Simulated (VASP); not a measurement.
# TaSn (F-43m) in VASP: notebook

Runs on TaSn. Level: PBE. Tasks: single point, relaxation of cell and atoms.

Program: VASP 6.6.1. These are calculated values, not measurements. Logs are shortened: lines on timing, memory, paths and dates and some standing lists are left out, and cuts for length are marked.

### Step 1. The cell of the first run

The structure is cubic, space group F-43m (No. 216). Conventional cell: a = 5.368 Å, b = 5.368 Å, c = 5.368 Å, α = 90.00°, β = 90.00°, γ = 90.00°. Ta (site symmetry -43m) has 4 Sn at 2.32 Å within 3.1 Å. Within 3.1 Å of Sn (site symmetry -43m) lie 4 Ta at 2.32 Å.

The cell was built from a structure type or drawn by symmetry, and may not be a known phase.

### Step 2. Single point, PBE

INCAR reads:

```
  PREC = Accurate
  ENCUT = 500
  EDIFF = 1E-6
  ISMEAR = 0
  SIGMA = 0.1
  LREAL = F
  LASPH = T
  NELM = 120
  ALGO = Normal
  ISIF = 2
  LWAVE = F
  LCHARG = T
  GGA = PE
  LELF = T
  LVHAR = T
  NBANDS = 20
  GGA_COMPAT = F
```

KPOINTS reads:

```
Automatic mesh
0
Gamma
  6 6 6
```

POSCAR reads:

```
TaSn
1.0
    0.0000000000      2.6841525900      2.6841525900
    2.6841525900      0.0000000000      2.6841525900
    2.6841525900      2.6841525900      0.0000000000
Ta Sn
1 1
Direct
    0.0000000000      0.0000000000      0.0000000000
    0.2500000000      0.2500000000      0.2500000000
```

Potentials or basis: VASP PAW PBE potentials, release 64 (Ta_pv, Sn_d).

The run is started by

```bash
$ cat potpaw_PBE.64/Ta_pv/POTCAR potpaw_PBE.64/Sn_d/POTCAR > POTCAR
$ mpirun -np 1 vasp_std > vasp.out
```

OUTCAR:

```text
PREC = Accurate
   ENCUT = 500
   EDIFF = 1E-6
   ISMEAR = 0
   LREAL = F
   LASPH = T
   NELM = 120
   ISIF = 2
   GGA = PE

 ion  position               nearest neighbor table
   1  0.000  0.000  0.000-   2 2.32   2 2.32   2 2.32   2 2.32
   2  0.250  0.250  0.250-   1 2.32   1 2.32   1 2.32   1 2.32

  LATTYP: Found a face centered cubic cell.
 ALAT       =     5.3683051800

  Lattice vectors:

 A1 = (   0.0000000000,   2.6841525900,   2.6841525900)
 A2 = (   2.6841525900,   0.0000000000,   2.6841525900)
 A3 = (   2.6841525900,   2.6841525900,   0.0000000000)

Analysis of symmetry for initial positions (statically):
=====================================================================
 Subroutine PRICEL returns:
 Original cell was already a primitive cell.

 Routine SETGRP: Setting up the symmetry group for a
 face centered cubic supercell.

 Subroutine GETGRP returns: Found 24 space group operations
 (whereof 24 operations were pure point group operations)
 out of a pool of 48 trial point group operations.

The static configuration has the point symmetry T_d .

Analysis of symmetry for dynamics (positions and initial velocities):
=====================================================================
 Subroutine PRICEL returns:
 Original cell was already a primitive cell.

 Routine SETGRP: Setting up the symmetry group for a
 face centered cubic supercell.

 Subroutine GETGRP returns: Found 24 space group operations
 (whereof 24 operations were pure point group operations)
 out of a pool of 48 trial point group operations.

The dynamic configuration has the point symmetry T_d .

 Subroutine INISYM returns: Found 24 space group operations
 (whereof 24 operations are pure point group operations),
 and found     1 'primitive' translations

----------------------------------------------------------------------------------------

                                     Primitive cell

  volume of cell :      38.6769

  direct lattice vectors                    reciprocal lattice vectors
     0.000000000  2.684152590  2.684152590    -0.186278530  0.186278530  0.186278530
     2.684152590  0.000000000  2.684152590     0.186278530 -0.186278530  0.186278530
     2.684152590  2.684152590  0.000000000     0.186278530  0.186278530 -0.186278530

  length of vectors
     3.795964996  3.795964996  3.795964996     0.322643879  0.322643879  0.322643879

[... 66 lines left out ...]
   LNONCOLLINEAR =      F non collinear calculations
   LSORBIT =      F    spin-orbit coupling
   LASPH  =      T    aspherical Exc in radial PAW
   ENCUT  =  500.0 eV  36.75 Ry    6.06 a.u.   6.92  6.92  6.92*2*pi/ulx,y,z
   NELM   =    120;   NELMIN=  2; NELMDL= -5     # of ELM steps
   EDIFF  = 0.1E-05   stopping-criterion for ELM
   LREAL  =      F    real-space projection
   EDIFFG = 0.1E-04   stopping-criterion for IOM
   NSW    =      0    number of steps for IOM
   IBRION =     -1    ionic relax: 0-MD 1-quasi-New 2-CG
   NFREE  =      0    steps in history (QN), initial steepest desc. (CG)
   ISIF   =      2    stress and relaxation
   ISYM   =      2    0-nonsym 1-usesym 2-fastsym
   POTIM  = 0.5000    time-step for ionic-motion
   TEBEG  =    0.0;   TEEND  =   0.0 temperature during run
   PSTRESS=    0.0 pullay stress
   NELECT =      25.0000    total number of electrons
   NUPDOWN=      -1.0000    fix difference up-down
   EMIN   =  10.00;   EMAX   =-10.00  energy-range for DOS
   EFERMI =   0.00;   METHOD = LEGACY
   ISMEAR =     0;   SIGMA  =   0.10  broadening in eV -4-tet -1-fermi 0-gaus
   EFERMI_NEDOS =   21; number of points for ismear=-14 and -15
   IALGO  =     38    algorithm
   IMIX   =      4    mixing-type and parameters
     AMIX     =   0.40;   BMIX     =  1.00
     AMIX_MAG =   1.60;   BMIX_MAG =  1.00
  volume/ion in A,a.u.               =      19.34       130.50
  Fermi-wavevector in a.u.,A,eV,Ry     =   1.415482  2.674873 27.260481  2.003589
  Thomas-Fermi vector in A             =   2.536916
   LORBIT       =      0    0 simple, 1 ext, 2 COOP (PROOUT), +10 PAW based schemes
   GGA     = PE    functional components
   LHFCALC =     F    Hartree Fock is set to
   AEXX    =    0.0000 exact exchange contribution
   IVDW    =     0    specifies the selected vdW correction
   LEPSILON=     F    determine dielectric tensor
   LRPA    =     F    only Hartree local field effects (RPA)
 non-spin polarized calculation
 Gauss-broadening in eV      SIGMA  =   0.10
  energy-cutoff  :      500.00
  volume of cell :       38.68
 maximum number of plane-waves:      1002
   NGX = 13   NGY = 13   NGZ = 13

 number of electron      24.9999993 magnetization

 Free energy of the ion-electron system (eV)
  ---------------------------------------------------
  ext. energy  EPLUGINS =         0.00000000
  ---------------------------------------------------
  free energy    TOTEN  =        -8.02772581 eV

  energy without entropy =       -8.01488907  energy(sigma->0) =       -8.02130744

 E-fermi :   8.4661     XC(G=0): -11.8343

 val. band max:        8.4179445735   @ k =   0.5000   0.3333   0.1667
 cond. band min:       8.4678238993   @ k =   0.1667   0.1667   0.0000
 fundamental gap:      0.0498793258
 Fermi energy:         8.4661292303

 k-point     1 :       0.0000    0.0000    0.0000
  band No.  band energies     occupation
      1     -26.1756      2.00000
      2     -26.1756      2.00000
      3     -26.1756      2.00000
      4     -12.9750      2.00000
      5     -12.9750      2.00000
      6     -12.8920      2.00000
[... 357 lines left out ...]
     19      20.1116      0.00000
     20      21.7813      0.00000

------------------------ aborting loop because EDIFF is reached ----------------------------------------

  FORCE on cell =-STRESS in cart. coord.  units (eV):
  Direction    XX          YY          ZZ          XY          YZ          ZX
  --------------------------------------------------------------------------------------
  -------------------------------------------------------------------------------------
  Total       21.2721565     21.2721565     21.2721565      0.0000000     -0.0000000      0.0000000
  in kB      881.1919111    881.1919111    881.1919111      0.0000000     -0.0000000      0.0000000
  external PRESSURE =     881.1919111 kB  Pullay stress =       0.0000000 kB

 VOLUME and BASIS-vectors are now :
 -----------------------------------------------------------------------------
  energy-cutoff  :      500.00
  volume of cell :       38.68
      direct lattice vectors                 reciprocal lattice vectors
     0.000000000  2.684152590  2.684152590    -0.186278530  0.186278530  0.186278530
     2.684152590  0.000000000  2.684152590     0.186278530 -0.186278530  0.186278530
     2.684152590  2.684152590  0.000000000     0.186278530  0.186278530 -0.186278530

 POSITION                                       TOTAL-FORCE (eV/Angst)
 -----------------------------------------------------------------------------------
      0.00000      0.00000      0.00000        -0.000000     -0.000000     -0.000000
      1.34208      1.34208      1.34208         0.000000      0.000000      0.000000
 -----------------------------------------------------------------------------------
    total drift:                                0.000001      0.000001      0.000001

  FREE ENERGIE OF THE ION-ELECTRON SYSTEM (eV)
  ---------------------------------------------------
  free  energy   TOTEN  =        -8.0277258128 eV

  energy  without entropy=       -8.0148890692  energy(sigma->0) =       -8.02130744
```

OSZICAR:

```text
N       E                     dE             d eps       ncg     rms          rms(c)
DAV:   1     0.225914286946E+03    0.22591E+03   -0.12941E+04   656   0.178E+03
DAV:   2     0.837228875865E+01   -0.21754E+03   -0.21158E+03   672   0.465E+02
DAV:   3    -0.810512302576E+01   -0.16477E+02   -0.16251E+02   728   0.108E+02
DAV:   4    -0.851837187752E+01   -0.41325E+00   -0.41288E+00   764   0.175E+01
DAV:   5    -0.852776001980E+01   -0.93881E-02   -0.93877E-02   768   0.285E+00    0.174E+01
DAV:   6    -0.811903823844E+01    0.40872E+00   -0.63845E-01   864   0.656E+00    0.863E+00
DAV:   7    -0.803591887372E+01    0.83119E-01   -0.10952E-01   740   0.307E+00    0.238E+00
DAV:   8    -0.802779154238E+01    0.81273E-02   -0.12949E-02   876   0.143E+00    0.163E-01
DAV:   9    -0.802771584125E+01    0.75701E-04   -0.11435E-03   860   0.482E-01    0.722E-02
DAV:  10    -0.802773221358E+01   -0.16372E-04   -0.67615E-05   832   0.761E-02    0.301E-02
DAV:  11    -0.802772527285E+01    0.69407E-05   -0.82457E-06   804   0.255E-02    0.318E-03
DAV:  12    -0.802772581281E+01   -0.53996E-06   -0.57510E-07   476   0.626E-03
   1 F= -.80277258E+01 E0= -.80213074E+01  d E =-.128367E-01
```

Run time: 18 s. Hardware: 1 thread of Intel Xeon 8259CL, shared host; peak memory 0.16 GiB.

What came out:

- Free energy: -8.0277 eV
- Pressure: 88.1 GPa
- Band gap on the k mesh: zero (an odd number of electrons rules out a gap without spin polarisation)

Levels at points of the mesh, in eV from the Fermi level:
```
           k point  band 10  band 11  band 12  band 13  band 14  band 15
(0.00, 0.00, 0.00)    -2.74    -2.74    -2.74     0.73     0.73     6.70
(0.50, 0.00, 0.00)    -4.37    -2.29    -2.29     1.23     1.23     1.54
(0.50, 0.50, 0.00)    -5.42    -1.25     0.01     0.01     1.06     1.89
```

Caveat: the cell stands under pressure; spin-orbit coupling is left out, which moves the levels of the heavy elements.

### Step 3. Single point, PBE

This run uses another cell than the first one, of 31.59 Å³/atom.

INCAR reads:

```
SYSTEM = TaSn
PREC = Accurate ; ENCUT = 500
EDIFF = 1E-6 ; ISMEAR = 0
SIGMA = 0.1 ; LREAL = .False.
LASPH = .True. ; NELM = 120
ALGO = Normal ; ISIF = 2
LWAVE = .False. ; LCHARG = .True.
GGA = PE ; LELF = .True.
LVHAR = .True. ; NBANDS = 20
GGA_COMPAT = .False.
```

KPOINTS reads:

```
Automatic mesh
0
Gamma
  6 6 6
  0 0 0
```

POSCAR reads:

```
TaSn
1.0
    0.0000000000      3.1611068615      3.1611068615
    3.1611068615      0.0000000000      3.1611068615
    3.1611068615      3.1611068615      0.0000000000
Ta Sn
1 1
Direct
    0.0000000000      0.0000000000      0.0000000000
    0.2500000000      0.2500000000      0.2500000000
```

Potentials or basis: VASP PAW PBE potentials, release 64 (Ta_pv, Sn_d).

The run is started by

```bash
$ cat potpaw_PBE.64/Ta_pv/POTCAR potpaw_PBE.64/Sn_d/POTCAR > POTCAR
$ mpirun -np 1 vasp_std > vasp.out
```

Run time: 36 s. Hardware: 1 thread of Intel Xeon 8259CL, shared host; peak memory 0.2 GiB.

Results (log left out):

| Quantity | Value |
| --- | --- |
| Free energy | -12.5026 eV |
| Pressure | 0.0 GPa |
| Band gap on the k mesh | zero (an odd number of electrons rules out a gap without spin polarisation) |

Levels at points of the mesh, in eV from the Fermi level:
| k point | band 9 | band 10 | band 11 | band 12 | band 13 | band 14 | band 15 | band 16 |
| --- | --- | --- | --- | --- | --- | --- | --- | --- |
| (0.00, 0.00, 0.00) | -8.66 | -1.84 | -1.84 | -1.84 | 0.39 | 0.39 | 3.90 | 6.56 |
| (0.50, 0.00, 0.00) | -7.28 | -3.30 | -1.53 | -1.53 | 0.50 | 0.62 | 0.62 | 3.67 |
| (0.50, 0.50, 0.00) | -6.70 | -3.71 | -0.63 | -0.63 | -0.49 | 0.30 | 0.75 | 1.50 |

Caveat: spin-orbit coupling is left out, which moves the levels of the heavy elements.

### Step 4. Relaxation of cell and atoms, PBE

INCAR reads:

```
SYSTEM = TaSn
  ALGO = Normal
  EDIFF = 1E-7
  EDIFFG = -0.04
  ENCUT = 500
  GGA = PE
  GGA_COMPAT = .False.
  IBRION = 2
  ISIF = 3
  ISMEAR = 0
  LASPH = .True.
  LCHARG = .False.
  LREAL = .False.
  LWAVE = .False.
  NELM = 120
  NELMIN = 4
  NSW = 90
  PREC = Accurate
  SIGMA = 0.1
```

KPOINTS reads:

```
k-points
0
Gamma
  6 6 6
  0 0 0
```

POSCAR reads:

```
TaSn
1.0
    0.0000000000      2.6841525900      2.6841525900
    2.6841525900      0.0000000000      2.6841525900
    2.6841525900      2.6841525900      0.0000000000
Ta Sn
1 1
Direct
    0.0000000000      0.0000000000      0.0000000000
    0.2500000000      0.2500000000      0.2500000000
```

The run is started by

```bash
$ cat potpaw_PBE.64/Ta_pv/POTCAR potpaw_PBE.64/Sn_d/POTCAR > POTCAR
$ mpirun -np 1 vasp_std > vasp.out
```

Wall time 98 s (1 thread of Intel Xeon 8259CL, shared host); peak memory 0.16 GiB.

It converged, with:

```yaml
Free_energy: -12.4905 eV
Relaxed_volume: 31.43 Å³/atom
Relaxed_cell: a = 4.463 Å, b = 4.463 Å, c = 4.463 Å, α = 60.00°, β = 60.00°, γ = 60.00°
Space_group_after_relaxing_to_0.1_Å: F-43m (No. 216)
Energy_gained_by_relaxing: 2231.4 meV/atom
Ionic_steps: 5
Pressure_after_relaxing: 0.2 GPa
Band_gap_on_the_k_mesh: zero (an odd number of electrons rules out a gap without spin polarisation)
```

Step by step:
```tsv
step	energy change (eV)	largest force (eV/Å)	pressure (GPa)	volume (Å³)
1	0.0000	0.0000	88.12	38.68
2	-0.5038	0.0000	-9.35	134.00
3	-4.3723	0.0000	-4.75	68.72
4	-4.4426	0.0000	-2.44	65.63
5	-4.4628	0.0000	0.20	62.87
```

Final structure:
```cif
data_structure
_symmetry_space_group_name_H-M 'P 1'
_symmetry_Int_Tables_number 1
_cell_length_a 4.4632
_cell_length_b 4.4632
_cell_length_c 4.4632
_cell_angle_alpha 60.000
_cell_angle_beta 60.000
_cell_angle_gamma 60.000
_cell_volume 62.87
loop_
_atom_site_label
_atom_site_type_symbol
_atom_site_fract_x
_atom_site_fract_y
_atom_site_fract_z
_atom_site_occupancy
Ta1 Ta 0.00000 0.00000 0.00000 1
Sn1 Sn 0.25000 0.25000 0.25000 1
```

Levels at points of the mesh, in eV from the Fermi level:
| k point | band 8 | band 9 | band 10 | band 11 | band 12 | band 13 | band 14 | band 15 | band 16 |
| --- | --- | --- | --- | --- | --- | --- | --- | --- | --- |
| (0.00, 0.00, 0.00) | -20.48 | -8.68 | -1.84 | -1.84 | -1.84 | 0.39 | 0.39 | 3.93 | 6.58 |
| (0.50, 0.00, 0.00) | -20.47 | -7.29 | -3.31 | -1.54 | -1.54 | 0.51 | 0.63 | 0.63 | 3.69 |
| (0.50, 0.50, 0.00) | -20.47 | -6.71 | -3.73 | -0.63 | -0.63 | -0.50 | 0.31 | 0.76 | 1.50 |

Caveat: the volume moved by over 15 % at a fixed basis, so the end points are rough; spin-orbit coupling is left out, which moves the levels of the heavy elements.

### Step 5. Summary

| task | cell | gap on the mesh (eV) | pressure (GPa) |
| --- | --- | --- | --- |
| single point | a = 3.796 Å, angles 60.0°, 2 atoms | none | 88.1 |
| single point | a = 4.470 Å, angles 60.0°, 2 atoms | none | 0.0 |
| relaxation of cell and atoms | relaxed from a = 3.796 Å, angles 60.0°, 2 atoms | none | 0.2 |

Alike in all rows: level PBE; potentials or basis VASP PAW PBE potentials, release 64 (Ta_pv, Sn_d); no spin polarisation; k mesh 6 × 6 × 6; cutoff (eV) 500; smearing gaussian 0.1 eV.

Caveats: spin-orbit coupling is left out, which moves the levels of the heavy elements; the cell stands under pressure (at least some runs); the volume moved by over 15 % at a fixed basis, so the end points are rough (at least some runs).

Total energies depend on the potentials used, so only differences within one code and one set of settings carry meaning.
